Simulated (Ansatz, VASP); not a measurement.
One calculation of Sn, two programs

```xyz
1
Lattice="-2.0018 2.0018 1.6383 2.0018 -2.0018 1.6383 2.0018 2.0018 -1.6383" Properties=species:S:1:pos:R:3 pbc="T T T"
Sn    0.0000    0.0000    0.0000
```

Alike in both runs: task single point; functional r2SCAN; k mesh 10 × 10 × 10; occupations fermi-dirac, width 0.05 eV; no spin polarisation.

```csv
,VASP,Ansatz
version,VASP 6.6.1,Ansatz 0.2.0
potentials or method,"VASP PAW PBE potentials, release 64 (Sn_d)",Ansatz PAW
plane-wave cutoff (eV),520,500
valence electrons in the cell,14,14
```

VASP gave:

* gap on the k mesh at the Fermi level (eV): none
* pressure (GPa): 1.8
* traceless stress, the component that is largest in VASP (GPa): 0.87

Estimate Ansatz's values.

gap on the k mesh at the Fermi level (eV): none; pressure (GPa): 1.7; traceless stress, the component that is largest in VASP (GPa): 0.86.

VASP's potentials were made for PBE, not for r2SCAN. A gap of «none» marks a metal or a gap that the smearing closes.
